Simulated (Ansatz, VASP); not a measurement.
Co in VASP and in Ansatz

```
CELL_PARAMETERS angstrom
2.30066 0.00000 0.00000
0.00000 2.30066 0.00000
0.00000 0.00000 2.30066
ATOMIC_POSITIONS crystal
Co 0.00000 0.00000 0.00000
```

Alike in both runs: task single point; functional RPBE; k mesh 15 × 15 × 15; occupations fermi-dirac, width 0.05 eV; collinear spin.

|  | VASP | Ansatz |
| --- | --- | --- |
| version | VASP 6.6.1 | Ansatz 0.2.0 |
| potentials or method | VASP PAW PBE potentials, release 64 (Co), cutoff 520 eV | plane waves (420 eV) with PAW, scalar-relativistic |
| valence electrons in the cell | 9 | 17 |

```csv
,VASP,Ansatz,Ansatz less VASP
pressure (GPa),11.9,12.7,+0.83
net moment per atom (μB),1.80,1.81,+0.008
size of the moment on the site where the two differ most (μB),1.81,1.83,+0.018
```

VASP's potentials were made for PBE, not for RPBE. Site moments also hang on the region over which each program counts them. VASP's potentials hold 9 valence electrons a cell and Ansatz's 17, so a difference there can come from the potentials and not from the codes.
